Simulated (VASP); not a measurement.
# Ca (Fm-3m) in VASP: relaxation of volume and atoms at fixed shape with r2SCAN

Aim: the relaxation of volume and atoms at fixed shape of Ca with r2SCAN.

Program: VASP 6.6.1. These are calculated values, not measurements. Logs are shortened: lines on timing, memory, paths and dates and some standing lists are left out, and cuts for length are marked.

**1. The cell of the first run**

The structure is cubic, space group Fm-3m (No. 225). The conventional cell has a = 5.590 Å, b = 5.590 Å, c = 5.590 Å, α = 90.00°, β = 90.00°, γ = 90.00°. Ca (site symmetry m-3m) has 12 Ca at 3.95 Å within 5.2 Å.

**2. Relaxation of volume and atoms at fixed shape, r2SCAN**

File POSCAR:

```
Ca
1.0
    5.5900000000      0.0000000000      0.0000000000
    0.0000000000      5.5900000000      0.0000000000
    0.0000000000      0.0000000000      5.5900000000
Ca
4
Direct
    0.0000000000      0.0000000000      0.0000000000
    0.0000000000      0.5000000000      0.5000000000
    0.5000000000      0.0000000000      0.5000000000
    0.5000000000      0.5000000000      0.0000000000
```

File INCAR.step1:

```
SYSTEM = Ca
PREC = Accurate
ENCUT = 600
ISMEAR = 0
SIGMA = 0.1
LREAL = .FALSE.
LASPH = .TRUE.
NELM = 100
GGA = PE
ALGO = Normal
EDIFF = 1E-4
LWAVE = .TRUE.
LCHARG = .FALSE.
```

File INCAR.step2:

```
SYSTEM = Ca
PREC = Accurate
ENCUT = 600
EDIFF = 1E-7
ISMEAR = 0
SIGMA = 0.1
LREAL = .FALSE.
LASPH = .TRUE.
NELM = 100
ALGO = Normal
ISIF = 8
LWAVE = .FALSE.
LCHARG = .FALSE.
METAGGA = R2SCAN
LMIXTAU = .TRUE.
IBRION = 2
NSW = 80
EDIFFG = -0.01
ISTART = 1
```

File KPOINTS:

```
Automatic mesh
0
G
  4 4 4
  0 0 0
```

Potentials or basis: VASP PAW PBE potentials, release 64 (Ca_sv).

Started as:

```
$ cat potpaw_PBE.64/Ca_sv/POTCAR > POTCAR
$ cp INCAR.step1 INCAR
$ mpirun -np 1 vasp_std > vasp.out
$ cp INCAR.step2 INCAR
$ mpirun -np 1 vasp_std > vasp.out
```

OUTCAR:

```text
SYSTEM = Ca
   PREC = Accurate
   ENCUT = 600
   EDIFF = 1E-7
   ISMEAR = 0
   LREAL = .FALSE.
   LASPH = .TRUE.
   NELM = 100
   ISIF = 8
   METAGGA = R2SCAN
   IBRION = 2
   NSW = 80
   EDIFFG = -0.01
   ISTART = 1

 ion  position               nearest neighbor table
   1  0.000  0.000  0.000-
   2  0.000  0.500  0.500-
   3  0.500  0.000  0.500-
   4  0.500  0.500  0.000-

  LATTYP: Found a simple cubic cell.
 ALAT       =     5.5900000000

  Lattice vectors:

 A1 = (   5.5900000000,   0.0000000000,   0.0000000000)
 A2 = (   0.0000000000,   5.5900000000,   0.0000000000)
 A3 = (   0.0000000000,   0.0000000000,   5.5900000000)

Analysis of symmetry for initial positions (statically):
=====================================================================
 Subroutine PRICEL returns following result:

  LATTYP: Found a face centered cubic cell.
 ALAT       =     5.5900000000

  Lattice vectors:

 A1 = (   2.7950000000,  -2.7950000000,   0.0000000000)
 A2 = (   2.7950000000,   0.0000000000,   2.7950000000)
 A3 = (   0.0000000000,  -2.7950000000,   2.7950000000)

   4 primitive cells build up your supercell.

 Routine SETGRP: Setting up the symmetry group for a
 simple cubic supercell.

 Subroutine GETGRP returns: Found 48 space group operations
 (whereof 48 operations were pure point group operations)
 out of a pool of 48 trial point group operations.

The static configuration has the point symmetry O_h .

Analysis of symmetry for dynamics (positions and initial velocities):
=====================================================================
 Subroutine PRICEL returns following result:

  LATTYP: Found a face centered cubic cell.
 ALAT       =     5.5900000000

  Lattice vectors:

 A1 = (   2.7950000000,  -2.7950000000,   0.0000000000)
 A2 = (   2.7950000000,   0.0000000000,   2.7950000000)
 A3 = (   0.0000000000,  -2.7950000000,   2.7950000000)

   4 primitive cells build up your supercell.

 Routine SETGRP: Setting up the symmetry group for a
 simple cubic supercell.

 Subroutine GETGRP returns: Found 48 space group operations
 (whereof 48 operations were pure point group operations)
 out of a pool of 48 trial point group operations.

The dynamic configuration has the point symmetry O_h .

 Subroutine INISYM returns: Found 48 space group operations
 (whereof 48 operations are pure point group operations),
 and found     4 'primitive' translations

----------------------------------------------------------------------------------------

                                     Primitive cell

  volume of cell :      43.6692

  direct lattice vectors                    reciprocal lattice vectors
     2.795000000 -2.795000000  0.000000000     0.178890877 -0.178890877 -0.178890877
     2.795000000  0.000000000  2.795000000     0.178890877  0.178890877  0.178890877
     0.000000000 -2.795000000  2.795000000    -0.178890877 -0.178890877  0.178890877

  length of vectors
     3.952726907  3.952726907  3.952726907     0.309848087  0.309848087  0.309848087

  position of ions in fractional coordinates (direct lattice)
     0.000000000  0.000000000  0.000000000

  ion indices of the primitive-cell ions
   primitive index   ion index
                 1           1

----------------------------------------------------------------------------------------

 KPOINTS: Automatic mesh

Automatic generation of k-mesh.
 Grid dimensions read from file:
 generate k-points for:    4    4    4

 Generating k-lattice:

  Cartesian coordinates                     Fractional coordinates (reciprocal lattice)
     0.044722719  0.000000000  0.000000000     0.250000000  0.000000000  0.000000000
     0.000000000  0.044722719  0.000000000     0.000000000  0.250000000  0.000000000
     0.000000000  0.000000000  0.044722719     0.000000000  0.000000000  0.250000000

  Length of vectors
     0.044722719  0.044722719  0.044722719

  Shift w.r.t. Gamma in fractional coordinates (k-lattice)
     0.000000000  0.000000000  0.000000000

 Subroutine IBZKPT returns following result:
 ===========================================

 Found     10 irreducible k-points:

 Following reciprocal coordinates:
            Coordinates               Weight
  0.000000  0.000000  0.000000      1.000000
  0.250000  0.000000  0.000000      6.000000
  0.500000  0.000000  0.000000      3.000000
  0.250000  0.250000  0.000000     12.000000
  0.500000  0.250000  0.000000     12.000000
  0.500000  0.500000  0.000000      3.000000
  0.250000  0.250000  0.250000      8.000000
  0.500000  0.250000  0.250000     12.000000
  0.500000  0.500000  0.250000      6.000000
  0.500000  0.500000  0.500000      1.000000
   k-points           NKPTS =     10   k-points in BZ     NKDIM =     10   number of bands    NBANDS=     24
   number of dos      NEDOS =    301   number of ions     NIONS =      4
   total plane-waves  NPLWV = 110592
   dimension x,y,z NGX =    48 NGY =   48 NGZ =   48
   dimension x,y,z NGXF=    96 NGYF=   96 NGZF=   96
   ions per type =               4
   NGX,Y,Z   is equivalent  to a cutoff of  14.28, 14.28, 14.28 a.u.
   NGXF,Y,Z  is equivalent  to a cutoff of  28.55, 28.55, 28.55 a.u.
 SYSTEM =  Ca
   PREC   = accura    normal or accurate (medium, high low for compatibility)
   ISTART =      1    job   : 0-new  1-cont  2-samecut
   ICHARG =      0    charge: 1-file 2-atom 10-const
   ISPIN  =      1    spin polarized calculation?
   LNONCOLLINEAR =      F non collinear calculations
   LSORBIT =      F    spin-orbit coupling
   LASPH  =      T    aspherical Exc in radial PAW
   ENCUT  =  600.0 eV  44.10 Ry    6.64 a.u.  11.16 11.16 11.16*2*pi/ulx,y,z
   NELM   =    100;   NELMIN=  2; NELMDL=  0     # of ELM steps
   EDIFF  = 0.1E-06   stopping-criterion for ELM
   LREAL  =      F    real-space projection
   EDIFFG = -.1E-01   stopping-criterion for IOM
   NSW    =     80    number of steps for IOM
   IBRION =      2    ionic relax: 0-MD 1-quasi-New 2-CG
   NFREE  =      1    steps in history (QN), initial steepest desc. (CG)
   ISIF   =      8    stress and relaxation
   ISYM   =      2    0-nonsym 1-usesym 2-fastsym
   POTIM  = 0.5000    time-step for ionic-motion
   TEBEG  =    0.0;   TEEND  =   0.0 temperature during run
   PSTRESS=    0.0 pullay stress
   NELECT =      40.0000    total number of electrons
   NUPDOWN=      -1.0000    fix difference up-down
   EMIN   =  10.00;   EMAX   =-10.00  energy-range for DOS
   EFERMI =   0.00;   METHOD = LEGACY
   ISMEAR =     0;   SIGMA  =   0.10  broadening in eV -4-tet -1-fermi 0-gaus
   EFERMI_NEDOS =   21; number of points for ismear=-14 and -15
   IALGO  =     38    algorithm
   IMIX   =      4    mixing-type and parameters
     AMIX     =   0.40;   BMIX     =  1.00
     AMIX_MAG =   1.60;   BMIX_MAG =  1.00
  volume/ion in A,a.u.               =      43.67       294.69
  Fermi-wavevector in a.u.,A,eV,Ry     =   1.001574  1.892700 13.648689  1.003150
  Thomas-Fermi vector in A             =   2.134005
   LORBIT       =      0    0 simple, 1 ext, 2 COOP (PROOUT), +10 PAW based schemes
   METAGGA = R2SCAN    functional components
   LHFCALC =     F    Hartree Fock is set to
   AEXX    =    0.0000 exact exchange contribution
   IVDW    =     0    specifies the selected vdW correction
   LEPSILON=     F    determine dielectric tensor
   LRPA    =     F    only Hartree local field effects (RPA)
 conjugate gradient relaxation of ions
 non-spin polarized calculation
 Gauss-broadening in eV      SIGMA  =   0.10
  energy-cutoff  :      600.00
  volume of cell :      174.68
 maximum number of plane-waves:      5866
 NGX is ok and might be reduce to    48
   NGX = 23   NGY = 23   NGZ = 23

--------------------------------------- Ionic step        1  -------------------------------------------

 number of electron      40.0000008 magnetization

 Free energy of the ion-electron system (eV)
  ---------------------------------------------------
  ext. energy  EPLUGINS =         0.00000000
  ---------------------------------------------------
  free energy    TOTEN  =       -28.16620710 eV

  energy without entropy =      -28.13930151  energy(sigma->0) =      -28.15275430

------------------------ aborting loop because EDIFF is reached ----------------------------------------

  FORCE on cell =-STRESS in cart. coord.  units (eV):
  Direction    XX          YY          ZZ          XY          YZ          ZX
  --------------------------------------------------------------------------------------
  -------------------------------------------------------------------------------------
  Total        0.0404024      0.0404024      0.0404024      0.0000000      0.0000000      0.0000000
  in kB        0.3705807      0.3705807      0.3705807      0.0000000      0.0000000      0.0000000
  external PRESSURE =       0.3705807 kB  Pullay stress =       0.0000000 kB

 VOLUME and BASIS-vectors are now :
 -----------------------------------------------------------------------------
  energy-cutoff  :      600.00
  volume of cell :      174.68
      direct lattice vectors                 reciprocal lattice vectors
     5.590000000  0.000000000  0.000000000     0.178890877  0.000000000  0.000000000
     0.000000000  5.590000000  0.000000000     0.000000000  0.178890877  0.000000000
     0.000000000  0.000000000  5.590000000     0.000000000  0.000000000  0.178890877

 POSITION                                       TOTAL-FORCE (eV/Angst)
 -----------------------------------------------------------------------------------
      0.00000      0.00000      0.00000         0.000000      0.000000      0.000000
      0.00000      2.79500      2.79500        -0.000000      0.000000     -0.000000
      2.79500      0.00000      2.79500         0.000000     -0.000000      0.000000
      2.79500      2.79500      0.00000        -0.000000     -0.000000     -0.000000
 -----------------------------------------------------------------------------------
    total drift:                                0.000000     -0.000000     -0.000000

  FREE ENERGIE OF THE ION-ELECTRON SYSTEM (eV)
  ---------------------------------------------------
  free  energy   TOTEN  =       -28.1662071024 eV

  energy  without entropy=      -28.1393015060  energy(sigma->0) =      -28.15275430

--------------------------------------- Ionic step        2  -------------------------------------------

 number of electron      40.0000008 magnetization

 Free energy of the ion-electron system (eV)
  ---------------------------------------------------
  ext. energy  EPLUGINS =         0.00000000
  ---------------------------------------------------
  free energy    TOTEN  =       -28.16624639 eV

  energy without entropy =      -28.13946236  energy(sigma->0) =      -28.15285437

 E-fermi :   1.7640     XC(G=0):  -8.1085

 val. band max:        1.7544418286   @ k =   0.2500   0.0000   0.0000
 cond. band min:       1.9295015391   @ k =   0.2500   0.2500   0.0000
 fundamental gap:      0.1750597105
 Fermi energy:         1.7639793829

 k-point     1 :       0.0000    0.0000    0.0000
  band No.  band energies     occupation
      1     -42.0063      2.00000
      2     -41.9900      2.00000
      3     -41.9900      2.00000
      4     -41.9900      2.00000
      5     -22.1590      2.00000
      6     -22.1590      2.00000
[... 16 lines left out ...]
     23       2.6317      0.00000
     24       2.7370      0.00000

 k-point     2 :       0.2500    0.0000    0.0000
  band No.  band energies     occupation
      1     -42.0039      2.00000
      2     -41.9924      2.00000
      3     -41.9900      2.00000
      4     -41.9900      2.00000
      5     -22.1481      2.00000
      6     -22.1481      2.00000
[... 208 lines left out ...]
 k-point    10 :       0.5000    0.5000    0.5000
  band No.  band energies     occupation
      1     -41.9940      2.00000
      2     -41.9940      2.00000
      3     -41.9940      2.00000
      4     -41.9940      2.00000
      5     -22.1666      2.00000
      6     -22.1666      2.00000
[... 16 lines left out ...]
     23       1.5416      1.99834
     24       1.5416      1.99834

------------------------ aborting loop because EDIFF is reached ----------------------------------------

  FORCE on cell =-STRESS in cart. coord.  units (eV):
  Direction    XX          YY          ZZ          XY          YZ          ZX
  --------------------------------------------------------------------------------------
  -------------------------------------------------------------------------------------
  Total        0.0135203      0.0135203      0.0135203      0.0000000     -0.0000000      0.0000000
  in kB        0.1238307      0.1238307      0.1238307      0.0000000     -0.0000000      0.0000000
  external PRESSURE =       0.1238307 kB  Pullay stress =       0.0000000 kB

 VOLUME and BASIS-vectors are now :
 -----------------------------------------------------------------------------
  energy-cutoff  :      600.00
  volume of cell :      174.93
      direct lattice vectors                 reciprocal lattice vectors
     5.592723897  0.000000000  0.000000000     0.178803749  0.000000000  0.000000000
     0.000000000  5.592723897  0.000000000     0.000000000  0.178803749  0.000000000
     0.000000000  0.000000000  5.592723897     0.000000000  0.000000000  0.178803749

 POSITION                                       TOTAL-FORCE (eV/Angst)
 -----------------------------------------------------------------------------------
      0.00000      0.00000      0.00000         0.000000     -0.000000     -0.000000
      5.59272      2.79636      2.79636         0.000000     -0.000000      0.000000
      2.79636      5.59272      2.79636        -0.000000     -0.000000     -0.000000
      2.79636      2.79636      5.59272        -0.000000      0.000000      0.000000
 -----------------------------------------------------------------------------------
    total drift:                                0.000000     -0.000000     -0.000000

  FREE ENERGIE OF THE ION-ELECTRON SYSTEM (eV)
  ---------------------------------------------------
  free  energy   TOTEN  =       -28.1662463866 eV

  energy  without entropy=      -28.1394623621  energy(sigma->0) =      -28.15285437

 reached required accuracy - stopping structural energy minimisation
```

Wall time 4.7 min (1 thread of AMD EPYC 9R45 (Zen 5), shared host); peak memory 0.35 GiB.

Results:

```yaml
Free_energy: -28.1662 eV
Relaxed_volume: 43.73 Å³/atom
Relaxed_cell: a = 5.593 Å, b = 5.593 Å, c = 5.593 Å, α = 90.00°, β = 90.00°, γ = 90.00°
Space_group_after_relaxing_to_0.1_Å: Fm-3m (No. 225)
Energy_gained_by_relaxing: 0.0 meV/atom
Ionic_steps: 2
Pressure_after_relaxing: 0.0 GPa
```

Final structure:
```cif
data_structure
_symmetry_space_group_name_H-M 'P 1'
_symmetry_Int_Tables_number 1
_cell_length_a 5.5927
_cell_length_b 5.5927
_cell_length_c 5.5927
_cell_angle_alpha 90.000
_cell_angle_beta 90.000
_cell_angle_gamma 90.000
_cell_volume 174.93
loop_
_atom_site_label
_atom_site_type_symbol
_atom_site_fract_x
_atom_site_fract_y
_atom_site_fract_z
_atom_site_occupancy
Ca1 Ca 0.00000 0.00000 0.00000 1
Ca2 Ca 0.00000 0.50000 0.50000 1
Ca3 Ca 0.50000 0.00000 0.50000 1
Ca4 Ca 0.50000 0.50000 0.00000 1
```

Levels at points of the mesh, in eV from the Fermi level:
```tsv
k point	band 18	band 19	band 20	band 21	band 22	band 23
(0.00, 0.00, 0.00)	-0.28	-0.28	-0.28	0.87	0.87	0.87
(0.50, 0.00, 0.00)	-2.75	0.36	0.36	0.86	0.86	0.86
(0.50, 0.50, 0.00)	-1.53	-1.53	-1.53	1.20	1.20	1.20
(0.50, 0.50, 0.50)	-0.84	-0.84	-0.84	-0.22	-0.22	-0.22
```

Caveat: the highest band is partly filled, so the run has too few bands; the PAW data sets were made with another functional, which shifts forces and pressure a little.
